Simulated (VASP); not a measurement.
# GdO4 (R-3m) in VASP: further runs, part 2 of 2

VASP 6.6.1.

## 3. Single point, PBE, collinear spin, ferromagnetic start

This run uses another cell than the first one, of 13.09 Å³/atom.

INCAR reads:

```
SYSTEM = GdO4
PREC = Accurate ; ENCUT = 520
EDIFF = 1E-7 ; ISMEAR = 0
SIGMA = 0.1 ; LREAL = .False.
LASPH = .True. ; NELM = 150
ALGO = Normal ; ISIF = 2
LWAVE = .False. ; LCHARG = .False.
ISPIN = 2 ; MAGMOM = 7 0 0 0 0
LORBIT = 11 ; LMAXMIX = 6
GGA = PE ; NBANDS = 33
```

KPOINTS reads:

```
Automatic mesh
0
Gamma
  6 6 6
  0 0 0
```

POSCAR reads:

```
GdO4
1.0
    2.1434657700      1.2375305400      4.1119460400
   -2.1434657700      1.2375305400      4.1119460400
    0.0000000000     -2.4750610800      4.1119460400
Gd O
1 4
Direct
    0.0000000000      0.0000000000      0.0000000000
    0.4130744500      0.4130744500      0.4130744500
    0.5869255500      0.5869255500      0.5869255500
    0.6986128000      0.6986128000      0.6986128000
    0.3013872000      0.3013872000      0.3013872000
```

Potentials or basis: VASP PAW PBE potentials, release 64 (Gd, O).

On the command line:

```
$ cat potpaw_PBE.64/Gd/POTCAR potpaw_PBE.64/O/POTCAR > POTCAR
$ mpirun -np 1 vasp_std > vasp.out
```

OUTCAR:

```text
SYSTEM = GdO4
   PREC = Accurate
   ENCUT = 520
   EDIFF = 1E-7
   ISMEAR = 0
   LREAL = .False.
   LASPH = .True.
   NELM = 150
   ISIF = 2
   ISPIN = 2
   LORBIT = 11
   GGA = PE

 ion  position               nearest neighbor table
   1  0.000  0.000  0.000-   4 2.51   4 2.51   5 2.51   5 2.51   4 2.51   5 2.51   2 2.66   3 2.66
[... 1968 lines left out ...]
     2.143465770  1.237530540  4.111946040     0.233267079  0.134676811  0.081064618
    -2.143465770  1.237530540  4.111946040    -0.233267079  0.134676811  0.081064618
     0.000000000 -2.475061080  4.111946040     0.000000000 -0.269353622  0.081064618

 POSITION                                       TOTAL-FORCE (eV/Angst)
 -----------------------------------------------------------------------------------
      0.00000      0.00000      0.00000         0.000000     -0.000000      0.000000
      0.00000      0.00000      5.09562         0.000000      0.000000      0.341257
      0.00000      0.00000      7.24022         0.000000     -0.000000     -0.341257
      0.00000      0.00000      8.61797         0.000000     -0.000000      1.644360
      0.00000      0.00000      3.71786         0.000000     -0.000000     -1.644360
 -----------------------------------------------------------------------------------
    total drift:                               -0.000000      0.000000     -0.000000

  FREE ENERGIE OF THE ION-ELECTRON SYSTEM (eV)
  ---------------------------------------------------
  free  energy   TOTEN  =       -37.6901283644 eV

  energy  without entropy=      -37.6832258999  energy(sigma->0) =      -37.68667713

 total charge

# of ion       s       p       d       f       tot
--------------------------------------------------
    1        1.995   5.628   0.373   7.088  15.084
    2        1.607   3.290   0.000   0.000   4.897
    3        1.607   3.290   0.000   0.000   4.897
    4        1.589   3.375   0.000   0.000   4.964
    5        1.589   3.375   0.000   0.000   4.964
--------------------------------------------------
tot          8.388  18.958   0.373   7.088  34.807

 magnetization (x)

# of ion       s       p       d       f       tot
--------------------------------------------------
    1       -0.011  -0.085   0.049   6.760   6.712
    2       -0.003  -0.252   0.000   0.000  -0.255
    3       -0.003  -0.252   0.000   0.000  -0.255
    4       -0.002  -0.146   0.000   0.000  -0.147
    5       -0.002  -0.146   0.000   0.000  -0.147
--------------------------------------------------
tot         -0.020  -0.881   0.049   6.760   5.908
```

stdout:

```text
POSCAR found type information on POSCAR GdO
 POSCAR found :  2 types and       5 ions
 scaLAPACK will be used
 LDA part: xc-table for (Slater+PW92), standard interpolation
 POSCAR, INCAR and KPOINTS ok, starting setup
 FFT: planning ... GRIDC
 FFT: planning ... GRID_SOFT
 FFT: planning ... GRID
 WAVECAR not read
 entering main loop
```

Wall time 20 min (1 thread of AMD EPYC 7R43 (Zen 3), shared host); peak memory 0.28 GiB.

What came out:

| Item | Value |
| --- | --- |
| Free energy | -37.6901 eV |
| Pressure | 1.1 GPa |
| Largest force | 1.644 eV/Å |
| Band gap on the k mesh | zero (filled and empty bands overlap) |
| Net moment | 6.00 μB per cell |
| Site moments | Gd +6.71; O -0.26, -0.15 (each value once) μB |
| Valence electrons inside the program's atomic spheres | Gd 15.08; O 4.90, 4.96 (each value once) |

Forces on the atoms (eV/Å):
```
Gd   0.000  0.000  0.000
O    0.000  0.000  0.341
O    0.000  0.000 -0.341
O    0.000  0.000  1.644
O    0.000  0.000 -1.644
```

Stress tensor (GPa, compression positive):
```
-6.29  0.00  0.00
 0.00 -6.29  0.00
 0.00  0.00 15.92
```

Levels at points of the mesh, in eV from the Fermi level:
Spin up:
| k point | band 22 | band 23 | band 24 | band 25 | band 26 | band 27 |
| --- | --- | --- | --- | --- | --- | --- |
| (0.00, 0.00, 0.00) | -1.23 | -1.23 | -0.46 | -0.46 | 2.26 | 4.80 |
| (0.50, 0.00, 0.00) | -2.45 | -0.81 | -0.59 | 0.71 | 3.05 | 4.48 |
| (0.50, 0.50, 0.00) | -1.73 | -1.26 | -0.12 | 0.16 | 2.90 | 4.41 |
| (0.50, 0.50, 0.50) | -0.86 | -0.86 | -0.76 | -0.76 | 3.33 | 4.23 |
Spin down:
```
           k point  band 15  band 16  band 17  band 18  band 19  band 20  band 21  band 22
(0.00, 0.00, 0.00)    -1.93    -1.93    -0.79    -0.79     1.24     1.29     1.29     1.32
(0.50, 0.00, 0.00)    -2.69    -1.21    -1.18    -0.15     1.22     1.28     1.30     1.32
(0.50, 0.50, 0.00)    -2.04    -1.79    -0.62    -0.58     1.22     1.25     1.26     1.32
(0.50, 0.50, 0.50)    -1.51    -1.51    -1.21    -1.21     1.20     1.25     1.25     1.33
```

Caveat: spin-orbit coupling is left out, which moves the levels of the heavy elements; a cell with one magnetic atom can't hold antiferromagnetic order, which such compounds often take; semilocal functionals describe open f shells poorly, which spoils levels, moments and volumes; forces of over 1 eV/Å act on the atoms, so gaps and moduli don't describe the material at rest. The state reached can hang on the start; a lower one may exist.
